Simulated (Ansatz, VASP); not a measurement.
# One calculation of CuI, two programs

```
Cu I
1.0
     0.00000    3.05965    3.05965
     3.05965    0.00000    3.05965
     3.05965    3.05965    0.00000
Cu I
1 1
Direct
  0.00000 0.00000 0.00000
  0.25000 0.25000 0.25000
```

Change from the starting cell: volume scaled by 1.02, PAW files.

Alike in both runs: task electric field gradients; functional PBE; k mesh 12 × 12 × 12; occupations fermi-dirac, width 0.05 eV; no spin polarisation.

|  | VASP | Ansatz |
| --- | --- | --- |
| version | VASP 6.6.1 | Ansatz 0.2.0 |
| potentials or method | VASP PAW PBE potentials, release 64 (Cu, I) | PAW with Ansatz's default frozen-core files, scalar-relativistic |
| plane-wave cutoff (eV) | 520 | 420 |
| valence electrons in the cell | 18 | 36 |

|  | VASP | Ansatz | Ansatz less VASP |
| --- | --- | --- | --- |
| pressure (GPa) | -0.7 | -0.7 | -0.03 |

The functional is the same, so the differences come from potentials, cutoffs and numerics. VASP's potentials hold 18 valence electrons a cell and Ansatz's 36, so a difference there can come from the potentials and not from the codes.

Neither program's run includes spin-orbit coupling.
